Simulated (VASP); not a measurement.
# Cu (P6_3/mmc) in VASP: further runs, part 3 of 3

VASP 6.6.1. The steps go on from the part before.

## (5) Single point, PBEsol

This run uses another cell than the first one, of 11.89 Å³/atom, 1.061 times its volume.

Input file INCAR:

```
PREC = Accurate
ENCUT = 520
EDIFF = 1E-6
ISMEAR = -1
SIGMA = 0.05
LREAL = False
LASPH = True
NELM = 100
ALGO = Normal
ISIF = 2
LWAVE = False
LCHARG = True
GGA = PS
LELF = True
LVHAR = True
NBANDS = 18
```

Input file KPOINTS:

```
regular mesh
0
Gamma
  13 13 7
```

Input file POSCAR:

```
Cu
1.0
    2.5674442057      0.0000000000      0.0000000000
   -1.2837215963      2.2234715223      0.0000000000
    0.0000000000      0.0000000000      4.1666899825
Cu
2
Direct
    0.3333333333      0.6666666667      0.2500000000
    0.6666666667      0.3333333333      0.7500000000
```

Started as:

```
$ cat potpaw_PBE.64/Cu/POTCAR > POTCAR
$ mpirun -np 1 vasp_std > vasp.out
```

Run time: 16 s. Hardware: 1 thread of Intel Xeon Platinum 8559C (Emerald Rapids), shared host; peak memory 0.15 GiB.

Results (log left out):

```
Free energy            : -8.5881 eV
Pressure               : -6.7 GPa
Band gap on the k mesh : zero (band 11 reaches 10.29 eV, above the bottom of band 12 at 5.44 eV)
```

Stress tensor (GPa, compression positive):
```
-7.84  0.00  0.00
 0.00 -7.84  0.00
 0.00  0.00 -4.56
```

Levels at points of the mesh, in eV from the Fermi level:
| k point | band 8 | band 9 | band 10 | band 11 | band 12 | band 13 | band 14 | band 15 |
| --- | --- | --- | --- | --- | --- | --- | --- | --- |
| (0.00, 0.00, 0.00) | -2.47 | -2.47 | -1.72 | -1.72 | -0.96 | 3.79 | 21.20 | 21.45 |

Caveat: the PAW data sets were made with another functional, which shifts forces and pressure a little.

## (6) Single point, PBEsol

This run uses another cell than the first one, of 12.12 Å³/atom, 1.082 times its volume.

Input file INCAR:

```
PREC     = Accurate       # precision mode
ENCUT    = 520            # plane-wave cutoff, eV
EDIFF    = 1E-6           # SCF threshold, eV
ISMEAR   = -1             # smearing method
SIGMA    = 0.05           # smearing width, eV
LREAL    = F              # projectors in reciprocal space
LASPH    = T              # aspherical terms in the spheres
NELM     = 80             # most SCF steps
ALGO     = Normal         # electronic algorithm
ISIF     = 2              # what is computed and relaxed
LWAVE    = F              # write WAVECAR
LCHARG   = T              # write CHGCAR
GGA      = PS             # functional
LELF     = T              # ELF
LVHAR    = T            
NBANDS   = 18             # bands
```

KPOINTS is that of step 5.

Input file POSCAR:

```
Cu
1.0
    2.5837977945      0.0000000000      0.0000000000
   -1.2918983874      2.2376341432      0.0000000000
    0.0000000000      0.0000000000      4.1932301247
Cu
2
Direct
    0.3333333333      0.6666666667      0.2500000000
    0.6666666667      0.3333333333      0.7500000000
```

Potentials or basis: VASP PAW PBE potentials, release 64 (Cu).

Started as:

```
$ cat potpaw_PBE.64/Cu/POTCAR > POTCAR
$ mpirun -np 1 vasp_std > vasp.out
```

OUTCAR:

```text
PREC = Accurate
   ENCUT = 520
   EDIFF = 1E-6
   ISMEAR = -1
   LREAL = F
   LASPH = T
   NELM = 80
   ISIF = 2
   GGA = PS

 ion  position               nearest neighbor table
   1  0.333  0.667  0.250-   2 2.57   2 2.57   2 2.57   2 2.57   2 2.57   2 2.57
   2  0.667  0.333  0.750-   1 2.57   1 2.57   1 2.57   1 2.57   1 2.57   1 2.57

  LATTYP: Found a hexagonal cell.
 ALAT       =     2.5837977945
 C/A-ratio  =     1.6228940723

  Lattice vectors:

 A1 = (   2.5837977945,   0.0000000000,   0.0000000000)
 A2 = (  -1.2918983874,   2.2376341432,   0.0000000000)
 A3 = (   0.0000000000,   0.0000000000,   4.1932301247)

Analysis of symmetry for initial positions (statically):
=====================================================================
 Subroutine PRICEL returns:
 Original cell was already a primitive cell.

 Routine SETGRP: Setting up the symmetry group for a
 hexagonal supercell.

 Subroutine GETGRP returns: Found 24 space group operations
 (whereof 12 operations were pure point group operations)
 out of a pool of 24 trial point group operations.

The static configuration has the point symmetry D_3d.
 The point group associated with its full space group is D_6h.

Analysis of symmetry for dynamics (positions and initial velocities):
=====================================================================
 Subroutine PRICEL returns:
 Original cell was already a primitive cell.

 Routine SETGRP: Setting up the symmetry group for a
 hexagonal supercell.

 Subroutine GETGRP returns: Found 24 space group operations
 (whereof 12 operations were pure point group operations)
 out of a pool of 24 trial point group operations.

The dynamic configuration has the point symmetry D_3d.
 The point group associated with its full space group is D_6h.

 Subroutine INISYM returns: Found 24 space group operations
[... 106 lines left out ...]
   TEBEG  =    0.0;   TEEND  =   0.0 temperature during run
   PSTRESS=    0.0 pullay stress
   NELECT =      22.0000    total number of electrons
   NUPDOWN=      -1.0000    fix difference up-down
   EMIN   =  10.00;   EMAX   =-10.00  energy-range for DOS
   EFERMI =   0.00;   METHOD = LEGACY
   ISMEAR =    -1;   SIGMA  =   0.05  broadening in eV -4-tet -1-fermi 0-gaus
   EFERMI_NEDOS =   21; number of points for ismear=-14 and -15
   IALGO  =     38    algorithm
   IMIX   =      4    mixing-type and parameters
     AMIX     =   0.40;   BMIX     =  1.00
     AMIX_MAG =   1.60;   BMIX_MAG =  1.00
  volume/ion in A,a.u.               =      12.12        81.80
  Fermi-wavevector in a.u.,A,eV,Ry     =   1.584955  2.995131 34.178959  2.512083
  Thomas-Fermi vector in A             =   2.684494
   LORBIT       =      0    0 simple, 1 ext, 2 COOP (PROOUT), +10 PAW based schemes
   GGA     = PS    functional components
   LHFCALC =     F    Hartree Fock is set to
   AEXX    =    0.0000 exact exchange contribution
   IVDW    =     0    specifies the selected vdW correction
   LEPSILON=     F    determine dielectric tensor
   LRPA    =     F    only Hartree local field effects (RPA)
 non-spin polarized calculation
  energy-cutoff  :      520.00
  volume of cell :       24.24
 maximum number of plane-waves:       667
 NGX is ok and might be reduce to    20
   NGX =  9   NGY =  9   NGZ = 15

 number of electron      22.0000018 magnetization

 Free energy of the ion-electron system (eV)
  ---------------------------------------------------
  ext. energy  EPLUGINS =         0.00000000
  ---------------------------------------------------
  free energy    TOTEN  =        -8.56576243 eV

  energy without entropy =       -8.56269017  energy(sigma->0) =       -8.56422630

 E-fermi :   7.0783     XC(G=0): -12.7568

 val. band max:        6.9940208307   @ k =   0.3846   0.0000   0.4286
 cond. band min:       7.1263552668   @ k =   0.1538   0.1538   0.2857
 fundamental gap:      0.1323344361
 Fermi energy:         7.0783223283

 k-point     1 :       0.0000    0.0000    0.0000
  band No.  band energies     occupation
      1      -2.1088      2.00000
      2       2.1416      2.00000
      3       4.1472      2.00000
      4       4.1838      2.00000
      5       4.1838      2.00000
      6       4.3875      2.00000
[... 481 lines left out ...]
      5       4.2009      2.00000
      6       4.3515      2.00000
[... 10 lines left out ...]
     17      27.7570      0.00000
     18      29.1958      0.00000

 [... further k-points ...]
[... 5 lines left out ...]
  --------------------------------------------------------------------------------------
  -------------------------------------------------------------------------------------
  Total       -1.5349068     -1.5349063     -1.0603169     -0.0000003      0.0000000      0.0000000
  in kB     -101.4369749   -101.4369399    -70.0728814     -0.0000231      0.0000000      0.0000000
  external PRESSURE =     -90.9822654 kB  Pullay stress =       0.0000000 kB

 VOLUME and BASIS-vectors are now :
 -----------------------------------------------------------------------------
  energy-cutoff  :      520.00
  volume of cell :       24.24
      direct lattice vectors                 reciprocal lattice vectors
     2.583797795  0.000000000  0.000000000     0.387027190  0.223450203  0.000000000
    -1.291898387  2.237634143  0.000000000     0.000000000  0.446900582  0.000000000
     0.000000000  0.000000000  4.193230125     0.000000000  0.000000000  0.238479637

 POSITION                                       TOTAL-FORCE (eV/Angst)
 -----------------------------------------------------------------------------------
      0.00000      1.49176      1.04831         0.000000      0.000000      0.000000
      1.29190      0.74588      3.14492        -0.000000      0.000000      0.000000
 -----------------------------------------------------------------------------------
    total drift:                               -0.000000      0.000000     -0.000000

  FREE ENERGIE OF THE ION-ELECTRON SYSTEM (eV)
  ---------------------------------------------------
  free  energy   TOTEN  =        -8.5657624281 eV

  energy  without entropy=       -8.5626901746  energy(sigma->0) =       -8.56422630
```

It took 17 s on 1 thread of Intel Xeon Platinum 8559C (Emerald Rapids), shared host; peak memory 0.15 GiB.

Results:

| Property | Result |
| --- | --- |
| Free energy | -8.5658 eV |
| Pressure | -9.1 GPa |
| Band gap on the k mesh | zero (band 11 reaches 10.02 eV, above the bottom of band 12 at 5.24 eV) |

Caveat: the PAW data sets were made with another functional, which shifts forces and pressure a little.

## (7) The runs side by side

```csv
cell,gap on the mesh (eV),pressure (GPa)
"a = 2.517, b = 2.517, c = 4.085 Å, angles 90.0, 90.0, 120.0°, 2 atoms",none,2.3
"a = 2.534, b = 2.534, c = 4.113 Å, angles 90.0, 90.0, 120.0°, 2 atoms",none,-1.1
"a = 2.551, b = 2.551, c = 4.140 Å, angles 90.0, 90.0, 120.0°, 2 atoms",none,-4.1
"a = 2.567, b = 2.567, c = 4.167 Å, angles 90.0, 90.0, 120.0°, 2 atoms",none,-6.7
"a = 2.584, b = 2.584, c = 4.193 Å, angles 90.0, 90.0, 120.0°, 2 atoms",none,-9.1
```

Alike in all rows: task single point; level PBEsol; potentials or basis VASP PAW PBE potentials, release 64 (Cu); no spin polarisation; k mesh 13 × 13 × 7; cutoff (eV) 520; smearing fermi-dirac 0.05 eV.

Caveats: the PAW data sets were made with another functional, which shifts forces and pressure a little.

Absolute energies hang on the potentials; compare differences alone.
